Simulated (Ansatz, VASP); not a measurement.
**MgO in VASP and in Ansatz**

Contents of INCAR:

```
ALGO     = Normal         # electronic algorithm
EDIFF    = 1E-6           # SCF threshold, eV
ENCUT    = 600            # plane-wave cutoff, eV
GGA      = PS             # functional
GGA_COMPAT= F            
ISIF     = 2              # what is computed and relaxed
ISMEAR   = -1             # smearing method
LASPH    = T              # aspherical terms in the spheres
LCHARG   = F              # write CHGCAR
LREAL    = F              # projectors in reciprocal space
LWAVE    = F              # write WAVECAR
NBANDS   = 16             # bands
NELM     = 120            # most SCF steps
PREC     = Accurate       # precision mode
SIGMA    = 0.01           # smearing width, eV
```

File KPOINTS:

```
k-points
0
Gamma
  2 2 2
```

File POSCAR:

```
MgO
1.0
    3.4863780000      0.0000000000      0.0000000000
   -1.7431890000      3.0192920000      0.0000000000
    0.0000000000      0.0000000000      4.1780410000
Mg O
2 2
Direct
    0.6666666667      0.3333333333      0.7500000000
    0.3333333333      0.6666666667      0.2500000000
    0.6666666667      0.3333333333      0.2500000000
    0.3333333333      0.6666666667      0.7500000000
```

Input for Ansatz:

```yaml
crystal:
  lattice:
    - [3.486378, 0.0, 0.0]
    - [-1.743189, 3.019292, 0.0]
    - [0.0, 0.0, 4.178041]
  atoms:
    - { symbol: Mg, position: [0.6666666666666666, 0.3333333333333333, 0.75] }
    - { symbol: Mg, position: [0.3333333333333333, 0.6666666666666666, 0.25] }
    - { symbol: O, position: [0.6666666666666666, 0.3333333333333333, 0.25] }
    - { symbol: O, position: [0.3333333333333333, 0.6666666666666666, 0.75] }
accuracy: medium
kpoints:
  mp_grid:
    grid: [2, 2, 2]
hamiltonian:
  xc: pbesol
scf:
  n_extra_bands: 4
  mixing:
    algorithm: anderson
  occupations:
    method: fermi_dirac
    width: 0.01
output:
  eigenvalues: true
```

Alike in both runs: task single point; functional PBEsol; k mesh 2 × 2 × 2; occupations fermi-dirac, width 0.01 eV; no spin polarisation.

|  | VASP | Ansatz |
| --- | --- | --- |
| version | VASP 6.6.1 | Ansatz 0.2.0 |
| potentials or method | VASP PAW PBE potentials, release 64 (Mg, O) | plane waves, PAW |
| plane-wave cutoff (eV) | 600 | 420 |
| valence electrons in the cell | 16 | 32 |

```csv
,VASP,Ansatz,Ansatz less VASP
gap on the k mesh at the Fermi level (eV),3.29,3.29,+0.003
```

VASP's potentials were made for PBE, not for PBEsol. With one functional, cell and mesh, what is left measures potentials, basis and numerics. VASP's potentials hold 16 valence electrons a cell and Ansatz's 32, so a difference there can come from the potentials and not from the codes.

The k mesh is coarse, so the values compare programs but aren't converged.
